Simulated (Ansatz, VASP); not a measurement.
## One calculation of Mn, two programs

The input POSCAR:

```
Mn
1.0
    0.0000000000      2.0300816303      2.0300816303
    2.0300816303      0.0000000000      2.0300816303
    2.0300816303      2.0300816303      0.0000000000
Mn
1
Direct
    0.0000000000      0.0000000000      0.0000000000
```

Contents of INCAR.step1:

```
SYSTEM = Mn
ALGO     = Normal         ! electronic algorithm
EDIFF    = 1E-4           ! SCF threshold, eV
ENCUT    = 520            ! plane-wave cutoff, eV
GGA      = PE             ! functional
ISMEAR   = -1             ! smearing method
ISPIN    = 2              ! spin polarisation
LASPH    = .True.         ! aspherical terms in the spheres
LCHARG   = .False.        ! write CHGCAR
LMAXMIX  = 4              ! l up to which the mixer works
LREAL    = .False.        ! projectors in reciprocal space
LWAVE    = .True.         ! write WAVECAR
MAGMOM   = 3.802          ! initial moments
NBANDS   = 16             ! bands
NELM     = 150            ! most SCF steps
PREC     = Accurate       ! precision mode
SIGMA    = 0.05           ! smearing width, eV
```

Contents of INCAR.step2:

```
SYSTEM = Mn
ALGO     = Normal         ! electronic algorithm
EDIFF    = 1E-6           ! SCF threshold, eV
ENCUT    = 520            ! plane-wave cutoff, eV
ISIF     = 2              ! what is computed and relaxed
ISMEAR   = -1             ! smearing method
ISPIN    = 2              ! spin polarisation
ISTART   = 1            
LASPH    = .True.         ! aspherical terms in the spheres
LCHARG   = .True.         ! write CHGCAR
LELF     = .True.         ! ELF
LMAXMIX  = 4              ! l up to which the mixer works
LMIXTAU  = .True.       
LORBIT   = 11             ! projections on sites
LREAL    = .False.        ! projectors in reciprocal space
LVHAR    = .True.       
LWAVE    = .False.        ! write WAVECAR
MAGMOM   = 3.802          ! initial moments
METAGGA  = R2SCAN         ! meta-GGA
NBANDS   = 16             ! bands
NELM     = 150            ! most SCF steps
PREC     = Accurate       ! precision mode
SIGMA    = 0.05           ! smearing width, eV
```

Contents of KPOINTS:

```
k-points
0
Gamma
  15 15 15
  0 0 0
```

Input for Ansatz:

```yaml
crystal:
  lattice:
    - [0.0, 2.0300816303, 2.0300816303]
    - [2.0300816303, 0.0, 2.0300816303]
    - [2.0300816303, 2.0300816303, 0.0]
  atoms:
    - { symbol: Mn, position: [0.0, 0.0, 0.0], spin: 3.802 }
hamiltonian:
  xc: r2scan
  pseudopotentials:
    kind: paw
    azcp:
      Mn: "pseudopotentials/Mn.paw.azcp"
basis:
  ecutwfc: 500
  fft_grid_basis: typed
kpoints:
  mp_grid: { grid: [15, 15, 15], shift: [0, 0, 0] }
magnetization:
  spin_polarized: true
scf:
  occupations: { method: fermi_dirac, width: 0.05 }
  lower_state_search: "off"
output:
  stress: true
  write_density: true
  write_potential: true
  elf: true
  volumetric_format: npy
```

Alike in both runs: task single point; functional r2SCAN; k mesh 15 × 15 × 15; occupations fermi-dirac, width 0.05 eV; collinear spin.

|  | VASP | Ansatz |
| --- | --- | --- |
| version | VASP 6.6.1 | Ansatz 0.2.0 |
| potentials or method | VASP PAW PBE potentials, release 64 (Mn_pv), cutoff 520 eV | plane waves (500 eV) with PAW, scalar-relativistic |
| valence electrons in the cell | 13 | 15 |

```tsv
	VASP	Ansatz	Ansatz less VASP
pressure (GPa)	-4.9	-5.1	-0.17
net moment per atom (μB)	3.95	3.95	-0.001
size of the moment on the site where the two differ most (μB)	3.87	3.93	+0.062
```

VASP's potentials were made for PBE, not for r2SCAN. Site moments also hang on the region over which each program counts them. VASP's potentials hold 13 valence electrons a cell and Ansatz's 15, so a difference there can come from the potentials and not from the codes. Ansatz's warnings: stability check not made.
